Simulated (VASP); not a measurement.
# GaSb (F-43m) in VASP: a series of runs, part 2 of 2

VASP 6.6.1. Earlier steps stand in the parts before.

### 4 Single point, LDA

File INCAR:

```
SYSTEM = GaSb
ALGO = Normal
EDIFF = 1E-6
ENCUT = 520
GGA = CA
ISIF = 2
ISMEAR = 0
ISYM = 0
LASPH = .True.
LCHARG = .False.
LREAL = .False.
LWAVE = .False.
NBANDS = 16
NELM = 100
PREC = Accurate
SIGMA = 0.1
```

File KPOINTS:

```
k-points
0
Gamma
  8 8 11
  0 0 0
```

File POSCAR:

```
GaSb
1.0
    4.2771263939      0.0000000000      0.0000000000
    0.0000000000      4.2771263939      0.0000000000
   -2.1385631969     -2.1385631969      3.0243850771
Ga Sb
1 1
Direct
    0.0000000000      0.0000000000      0.0000000000
    0.7500000000      0.2500000000      0.5000000000
```

Potentials or basis: VASP PAW LDA potentials, release 64 (Ga_d, Sb).

Launch:

```console
cat potpaw_LDA.64/Ga_d/POTCAR potpaw_LDA.64/Sb/POTCAR > POTCAR
mpirun -np 1 vasp_std > vasp.out
```

OUTCAR:

```text
SYSTEM = GaSb
   EDIFF = 1E-6
   ENCUT = 520
   GGA = CA
   ISIF = 2
   ISMEAR = 0
   ISYM = 0
   LASPH = .True.
   LREAL = .False.
   NELM = 100
   PREC = Accurate

 ion  position               nearest neighbor table
   1  0.000  0.000  0.000-   2 2.62   2 2.62   2 2.62   2 2.62
   2  0.750  0.250  0.500-   1 2.62   1 2.62   1 2.62   1 2.62

IMPORTANT INFORMATION: All symmetrisations will be switched off!
NOSYMM: (Re-)initialisation of all symmetry stuff for point group C_1.

----------------------------------------------------------------------------------------

                                     Primitive cell

  volume of cell :      55.3275

  direct lattice vectors                    reciprocal lattice vectors
     4.277126394  0.000000000  0.000000000     0.233801835  0.000000000  0.165322863
     0.000000000  4.277126394  0.000000000     0.000000000  0.233801835  0.165322863
    -2.138563197 -2.138563197  3.024385077     0.000000000  0.000000000  0.330645726

  length of vectors
     4.277126394  4.277126394  4.277126394     0.286347599  0.286347599  0.330645726

  position of ions in fractional coordinates (direct lattice)
     0.000000000  0.000000000  0.000000000
     0.750000000  0.250000000  0.500000000

  ion indices of the primitive-cell ions
   primitive index   ion index
                 1           1
                 2           2

----------------------------------------------------------------------------------------

 KPOINTS: k-points

Automatic generation of k-mesh.
 Grid dimensions read from file:
 generate k-points for:    8    8   11

 Generating k-lattice:

  Cartesian coordinates                     Fractional coordinates (reciprocal lattice)
     0.029225229  0.000000000  0.020665358     0.125000000  0.000000000 -0.000000000
     0.000000000  0.029225229  0.020665358     0.000000000  0.125000000 -0.000000000
     0.000000000  0.000000000  0.030058702     0.000000000  0.000000000  0.090909091

[... 90 lines left out ...]
   NUPDOWN=      -1.0000    fix difference up-down
   EMIN   =  10.00;   EMAX   =-10.00  energy-range for DOS
   EFERMI =   0.00;   METHOD = LEGACY
   ISMEAR =     0;   SIGMA  =   0.10  broadening in eV -4-tet -1-fermi 0-gaus
   EFERMI_NEDOS =   21; number of points for ismear=-14 and -15
   IALGO  =     38    algorithm
   IMIX   =      4    mixing-type and parameters
     AMIX     =   0.40;   BMIX     =  1.00
     AMIX_MAG =   1.60;   BMIX_MAG =  1.00
  volume/ion in A,a.u.               =      27.66       186.68
  Fermi-wavevector in a.u.,A,eV,Ry     =   1.125949  2.127734 17.248927  1.267760
  Thomas-Fermi vector in A             =   2.262628
   LORBIT       =      0    0 simple, 1 ext, 2 COOP (PROOUT), +10 PAW based schemes
   GGA     = CA    functional components
   LHFCALC =     F    Hartree Fock is set to
   AEXX    =    0.0000 exact exchange contribution
   IVDW    =     0    specifies the selected vdW correction
   LEPSILON=     F    determine dielectric tensor
   LRPA    =     F    only Hartree local field effects (RPA)
 non-spin polarized calculation
 Gauss-broadening in eV      SIGMA  =   0.10
  energy-cutoff  :      520.00
  volume of cell :       55.33
 maximum number of plane-waves:      1524
   NGX = 15   NGY = 15   NGZ = 15

 number of electron      17.9999989 magnetization

 Free energy of the ion-electron system (eV)
  ---------------------------------------------------
  ext. energy  EPLUGINS =         0.00000000
  ---------------------------------------------------
  free energy    TOTEN  =        -8.67120808 eV

  energy without entropy =       -8.67102038  energy(sigma->0) =       -8.67111423

 E-fermi :   5.1253     XC(G=0):  -9.5443

 val. band max:        5.0372067317   @ k =   0.0000   0.0000   0.0000
 cond. band min:       5.1572519818   @ k =   0.0000   0.0000   0.0000
 fundamental gap:      0.1200452501
 Fermi energy:         5.1252783079

 k-point     1 :       0.0000    0.0000    0.0000
  band No.  band energies     occupation
      1     -10.1782      2.00000
      2     -10.1782      2.00000
      3     -10.1779      2.00000
      4     -10.1237      2.00000
      5     -10.1232      2.00000
      6      -6.7216      2.00000
[... 433 lines left out ...]
      3     -10.1592      2.00000
      4     -10.1272      2.00000
      5     -10.1239      2.00000
      6      -4.5970      2.00000
[... 8 lines left out ...]
     15      13.1901      0.00000
     16      15.4022      0.00000

 [... further k-points ...]
[... 5 lines left out ...]
  --------------------------------------------------------------------------------------
  -------------------------------------------------------------------------------------
  Total        0.0733726      0.0733711      0.0521583      0.0002216     -0.0005207     -0.0005209
  in kB        2.1247283      2.1246838      1.5104025      0.0064164     -0.0150781     -0.0150836
  external PRESSURE =       1.9199382 kB  Pullay stress =       0.0000000 kB

 VOLUME and BASIS-vectors are now :
 -----------------------------------------------------------------------------
  energy-cutoff  :      520.00
  volume of cell :       55.33
      direct lattice vectors                 reciprocal lattice vectors
     4.277126394  0.000000000  0.000000000     0.233801835  0.000000000  0.165322863
     0.000000000  4.277126394  0.000000000     0.000000000  0.233801835  0.165322863
    -2.138563197 -2.138563197  3.024385077     0.000000000  0.000000000  0.330645726

 POSITION                                       TOTAL-FORCE (eV/Angst)
 -----------------------------------------------------------------------------------
      0.00000      0.00000      0.00000        -0.000095      0.000095      0.000000
      2.13856      0.00000      1.51219         0.000095     -0.000095     -0.000000
 -----------------------------------------------------------------------------------
    total drift:                               -0.000001      0.000001      0.000000

  FREE ENERGIE OF THE ION-ELECTRON SYSTEM (eV)
  ---------------------------------------------------
  free  energy   TOTEN  =        -8.6712080751 eV

  energy  without entropy=       -8.6710203840  energy(sigma->0) =       -8.67111423
```

Wall time 67 s (1 thread of Intel Xeon 6975P-C (Granite Rapids), shared host); peak memory 0.42 GiB.

What came out:

```
Free energy : -8.6712 eV
Pressure    : 0.2 GPa
```

Caveat: spin-orbit coupling is left out, which moves the levels of the heavy elements.

### 5 Single point, LDA

File INCAR:

```
SYSTEM = GaSb
  PREC = Accurate
  ENCUT = 500
  EDIFF = 1E-6
  ISMEAR = 0
  SIGMA = 0.1
  LREAL = .FALSE.
  LASPH = .TRUE.
  NELM = 120
  ALGO = Normal
  ISIF = 2
  LWAVE = .FALSE.
  LCHARG = .FALSE.
  NBANDS = 21
  GGA_COMPAT = .FALSE.
```

File KPOINTS:

```
Automatic mesh
0
G
  12 12 12
  0 0 0
```

File POSCAR:

```
GaSb
1.0
    0.0000000000      3.0243850771      3.0243850771
    3.0243850771      0.0000000000      3.0243850771
    3.0243850771      3.0243850771      0.0000000000
Ga Sb
1 1
Direct
    0.0000000000      0.0000000000      0.0000000000
    0.2500000000      0.2500000000      0.2500000000
```

Potentials or basis: VASP PAW LDA potentials, release 64 (Ga_d, Sb_d_GW).

Launch:

```console
cat potpaw_LDA.64/Ga_d/POTCAR potpaw_LDA.64/Sb_d_GW/POTCAR > POTCAR
mpirun -np 1 vasp_std > vasp.out
```

OUTCAR:

```text
SYSTEM = GaSb
   PREC = Accurate
   ENCUT = 500
   EDIFF = 1E-6
   ISMEAR = 0
   LREAL = .FALSE.
   LASPH = .TRUE.
   NELM = 120
   ISIF = 2

 ion  position               nearest neighbor table
   1  0.000  0.000  0.000-   2 2.62   2 2.62   2 2.62   2 2.62
   2  0.250  0.250  0.250-   1 2.62   1 2.62   1 2.62   1 2.62

  LATTYP: Found a face centered cubic cell.
 ALAT       =     6.0487701542

  Lattice vectors:

 A1 = (   0.0000000000,   3.0243850771,   3.0243850771)
 A2 = (   3.0243850771,   0.0000000000,   3.0243850771)
 A3 = (   3.0243850771,   3.0243850771,   0.0000000000)

Analysis of symmetry for initial positions (statically):
=====================================================================
 Subroutine PRICEL returns:
 Original cell was already a primitive cell.

 Routine SETGRP: Setting up the symmetry group for a
 face centered cubic supercell.

 Subroutine GETGRP returns: Found 24 space group operations
 (whereof 24 operations were pure point group operations)
 out of a pool of 48 trial point group operations.

The static configuration has the point symmetry T_d .

Analysis of symmetry for dynamics (positions and initial velocities):
=====================================================================
 Subroutine PRICEL returns:
 Original cell was already a primitive cell.

 Routine SETGRP: Setting up the symmetry group for a
 face centered cubic supercell.

 Subroutine GETGRP returns: Found 24 space group operations
 (whereof 24 operations were pure point group operations)
 out of a pool of 48 trial point group operations.

The dynamic configuration has the point symmetry T_d .

 Subroutine INISYM returns: Found 24 space group operations
 (whereof 24 operations are pure point group operations),
 and found     1 'primitive' translations

----------------------------------------------------------------------------------------

                                     Primitive cell

  volume of cell :      55.3275

  direct lattice vectors                    reciprocal lattice vectors
     0.000000000  3.024385077  3.024385077    -0.165322863  0.165322863  0.165322863
     3.024385077  0.000000000  3.024385077     0.165322863 -0.165322863  0.165322863
     3.024385077  3.024385077  0.000000000     0.165322863  0.165322863 -0.165322863

  length of vectors
     4.277126394  4.277126394  4.277126394     0.286347599  0.286347599  0.286347599

  position of ions in fractional coordinates (direct lattice)
     0.000000000  0.000000000  0.000000000
     0.250000000  0.250000000  0.250000000

  ion indices of the primitive-cell ions
   primitive index   ion index
                 1           1
                 2           2

----------------------------------------------------------------------------------------

 KPOINTS: Automatic mesh

Automatic generation of k-mesh.
 Grid dimensions read from file:
 generate k-points for:   12   12   12

 Generating k-lattice:

  Cartesian coordinates                     Fractional coordinates (reciprocal lattice)
    -0.013776905  0.013776905  0.013776905     0.083333333  0.000000000  0.000000000
     0.013776905 -0.013776905  0.013776905     0.000000000  0.083333333  0.000000000
     0.013776905  0.013776905 -0.013776905     0.000000000  0.000000000  0.083333333

  Length of vectors
     0.023862300  0.023862300  0.023862300

  Shift w.r.t. Gamma in fractional coordinates (k-lattice)
     0.000000000  0.000000000  0.000000000

 Subroutine IBZKPT returns following result:
 ===========================================

 Found     72 irreducible k-points:

 Following reciprocal coordinates:
            Coordinates               Weight
  0.000000  0.000000  0.000000      1.000000
  0.083333  0.000000  0.000000      8.000000
  0.166667  0.000000  0.000000      8.000000
  0.250000  0.000000  0.000000      8.000000
  0.333333  0.000000  0.000000      8.000000
  0.416667  0.000000  0.000000      8.000000
[... 16 lines left out ...]
  0.500000  0.166667  0.000000     24.000000
 -0.416667  0.166667  0.000000     24.000000
 [... further k-points ...]
   k-points           NKPTS =     72   k-points in BZ     NKDIM =     72   number of bands    NBANDS=     21
   number of dos      NEDOS =    301   number of ions     NIONS =      2
   total plane-waves  NPLWV =  32768
   dimension x,y,z NGX =    32 NGY =   32 NGZ =   32
   dimension x,y,z NGXF=    64 NGYF=   64 NGZF=   64
   ions per type =               1   1
   NGX,Y,Z   is equivalent  to a cutoff of  12.44, 12.44, 12.44 a.u.
   NGXF,Y,Z  is equivalent  to a cutoff of  24.88, 24.88, 24.88 a.u.
 SYSTEM =  GaSb
   PREC   = accura    normal or accurate (medium, high low for compatibility)
   ISTART =      0    job   : 0-new  1-cont  2-samecut
   ICHARG =      2    charge: 1-file 2-atom 10-const
   ISPIN  =      1    spin polarized calculation?
   LNONCOLLINEAR =      F non collinear calculations
   LSORBIT =      F    spin-orbit coupling
   LASPH  =      T    aspherical Exc in radial PAW
   ENCUT  =  500.0 eV  36.75 Ry    6.06 a.u.   7.80  7.80  7.80*2*pi/ulx,y,z
   NELM   =    120;   NELMIN=  2; NELMDL= -5     # of ELM steps
   EDIFF  = 0.1E-05   stopping-criterion for ELM
   LREAL  =      F    real-space projection
   EDIFFG = 0.1E-04   stopping-criterion for IOM
   NSW    =      0    number of steps for IOM
   IBRION =     -1    ionic relax: 0-MD 1-quasi-New 2-CG
   NFREE  =      0    steps in history (QN), initial steepest desc. (CG)
   ISIF   =      2    stress and relaxation
   ISYM   =      2    0-nonsym 1-usesym 2-fastsym
   POTIM  = 0.5000    time-step for ionic-motion
   TEBEG  =    0.0;   TEEND  =   0.0 temperature during run
   PSTRESS=    0.0 pullay stress
   NELECT =      28.0000    total number of electrons
   NUPDOWN=      -1.0000    fix difference up-down
   EMIN   =  10.00;   EMAX   =-10.00  energy-range for DOS
   EFERMI =   0.00;   METHOD = LEGACY
   ISMEAR =     0;   SIGMA  =   0.10  broadening in eV -4-tet -1-fermi 0-gaus
   EFERMI_NEDOS =   21; number of points for ismear=-14 and -15
   IALGO  =     38    algorithm
   IMIX   =      4    mixing-type and parameters
     AMIX     =   0.40;   BMIX     =  1.00
     AMIX_MAG =   1.60;   BMIX_MAG =  1.00
  volume/ion in A,a.u.               =      27.66       186.68
  Fermi-wavevector in a.u.,A,eV,Ry     =   1.304609  2.465354 23.157185  1.702005
  Thomas-Fermi vector in A             =   2.435533
   LORBIT       =      0    0 simple, 1 ext, 2 COOP (PROOUT), +10 PAW based schemes
   GGA     = CA    functional components
   LHFCALC =     F    Hartree Fock is set to
   AEXX    =    0.0000 exact exchange contribution
   IVDW    =     0    specifies the selected vdW correction
   LEPSILON=     F    determine dielectric tensor
   LRPA    =     F    only Hartree local field effects (RPA)
 non-spin polarized calculation
 Gauss-broadening in eV      SIGMA  =   0.10
  energy-cutoff  :      500.00
  volume of cell :       55.33
 maximum number of plane-waves:      1424
   NGX = 15   NGY = 15   NGZ = 15

 number of electron      27.9999978 magnetization

 Free energy of the ion-electron system (eV)
  ---------------------------------------------------
  ext. energy  EPLUGINS =         0.00000000
  ---------------------------------------------------
  free energy    TOTEN  =        -8.68482093 eV

  energy without entropy =       -8.68473697  energy(sigma->0) =       -8.68477895

 E-fermi :   4.0252     XC(G=0):  -9.7817

 val. band max:        3.9378943977   @ k =   0.0000   0.0000   0.0000
 cond. band min:       4.0517725301   @ k =   0.0000   0.0000   0.0000
 fundamental gap:      0.1138781324
 Fermi energy:         4.0252087678

 k-point     1 :       0.0000    0.0000    0.0000
  band No.  band energies     occupation
      1     -24.8189      2.00000
      2     -24.8189      2.00000
      3     -24.8189      2.00000
      4     -24.7949      2.00000
      5     -24.7949      2.00000
      6     -11.2640      2.00000
[... 13 lines left out ...]
     20      12.8608      0.00000
     21      12.8609      0.00000

 k-point     2 :       0.0833    0.0000    0.0000
  band No.  band energies     occupation
      1     -24.8189      2.00000
      2     -24.8187      2.00000
      3     -24.8187      2.00000
      4     -24.7949      2.00000
      5     -24.7949      2.00000
      6     -11.2662      2.00000
[... 13 lines left out ...]
     20      12.1975      0.00000
     21      12.1975      0.00000
[... 487 lines left out ...]
      5     -24.7933      2.00000
      6     -11.2995      2.00000
[... 13 lines left out ...]
     20      13.8089      0.00000
     21      14.0858      0.00000

 k-point    24 :      -0.4167    0.1667    0.0000
  band No.  band energies     occupation
      1     -24.8180      2.00000
      2     -24.8158      2.00000
      3     -24.8149      2.00000
      4     -24.7943      2.00000
      5     -24.7937      2.00000
      6     -11.2994      2.00000
[... 13 lines left out ...]
     20      12.8094      0.00000
     21      13.1264      0.00000

 [... further k-points ...]
[... 5 lines left out ...]
  --------------------------------------------------------------------------------------
  -------------------------------------------------------------------------------------
  Total        0.0184745      0.0184745      0.0184745      0.0000000      0.0000000     -0.0000000
  in kB        0.5349863      0.5349863      0.5349863      0.0000000      0.0000000     -0.0000000
  external PRESSURE =       0.5349863 kB  Pullay stress =       0.0000000 kB

 VOLUME and BASIS-vectors are now :
 -----------------------------------------------------------------------------
  energy-cutoff  :      500.00
  volume of cell :       55.33
      direct lattice vectors                 reciprocal lattice vectors
     0.000000000  3.024385077  3.024385077    -0.165322863  0.165322863  0.165322863
     3.024385077  0.000000000  3.024385077     0.165322863 -0.165322863  0.165322863
     3.024385077  3.024385077  0.000000000     0.165322863  0.165322863 -0.165322863

 POSITION                                       TOTAL-FORCE (eV/Angst)
 -----------------------------------------------------------------------------------
      0.00000      0.00000      0.00000         0.000000      0.000000     -0.000000
      1.51219      1.51219      1.51219        -0.000000     -0.000000      0.000000
 -----------------------------------------------------------------------------------
    total drift:                               -0.000000     -0.000000     -0.000000

  FREE ENERGIE OF THE ION-ELECTRON SYSTEM (eV)
  ---------------------------------------------------
  free  energy   TOTEN  =        -8.6848209309 eV

  energy  without entropy=       -8.6847369720  energy(sigma->0) =       -8.68477895
```

stdout:

```text
POSCAR found type information on POSCAR GaSb
 POSCAR found :  2 types and       2 ions
 scaLAPACK will be used
 LDA part: xc-table for (Slater(with rela. corr.)+CA(PZ))
 , standard interpolation
 POSCAR, INCAR and KPOINTS ok, starting setup
 FFT: planning ... GRIDC
 FFT: planning ... GRID_SOFT
 FFT: planning ... GRID
 WAVECAR not read
 entering main loop
```

It took 34 s on 1 thread of Intel Xeon Platinum 8488C (Sapphire Rapids), shared host; peak memory 0.23 GiB.

What came out:

```yaml
Free_energy: -8.6848 eV
Pressure: 0.1 GPa
```

Levels at points of the mesh, in eV from the Fermi level:
| k point | band 11 | band 12 | band 13 | band 14 | band 15 | band 16 | band 17 | band 18 |
| --- | --- | --- | --- | --- | --- | --- | --- | --- |
| (0.00, 0.00, 0.00) | -11.84 | -0.09 | -0.09 | -0.09 | 0.03 | 2.68 | 2.68 | 2.68 |
| (0.50, 0.00, 0.00) | -10.14 | -6.65 | -1.29 | -1.29 | 0.29 | 3.66 | 3.66 | 6.23 |
| (0.50, 0.50, 0.00) | -9.27 | -7.08 | -2.78 | -2.78 | 0.72 | 1.03 | 8.77 | 8.77 |

Caveat: spin-orbit coupling is left out, which moves the levels of the heavy elements.

### 6 Overview

| task | potentials or basis | cell | k mesh | cutoff (eV) | second run | pressure (GPa) |
| --- | --- | --- | --- | --- | --- | --- |
| single point | VASP PAW LDA potentials, release 64 (Ga_d, Sb) | a = 4.277 Å, angles 60.0°, 2 atoms | 12 × 12 × 12 | 520 | - | 0.2 |
| relaxation of cell and atoms | VASP PAW LDA potentials, release 64 (Ga_d, Sb) | relaxed from a = 4.340 Å, angles 60.0°, 2 atoms | 12 × 12 × 12 | 600 | - | 0.0 |
| single point | VASP PAW LDA potentials, release 64 (Ga_d, Sb) | a = 4.277 Å, angles 120.0, 120.0, 90.0°, 2 atoms | 8 × 8 × 11 | 520 | - | 0.2 |
| single point | VASP PAW LDA potentials, release 64 (Ga_d, Sb_d_GW) | a = 4.277 Å, angles 60.0°, 2 atoms | 12 × 12 × 12 | 500 | valence_matched | 0.1 |

Alike in all rows: level LDA; no spin polarisation; smearing gaussian 0.1 eV.

Caveats: spin-orbit coupling is left out, which moves the levels of the heavy elements.

Total energies depend on the potentials used, so only differences within one code and one set of settings carry meaning.
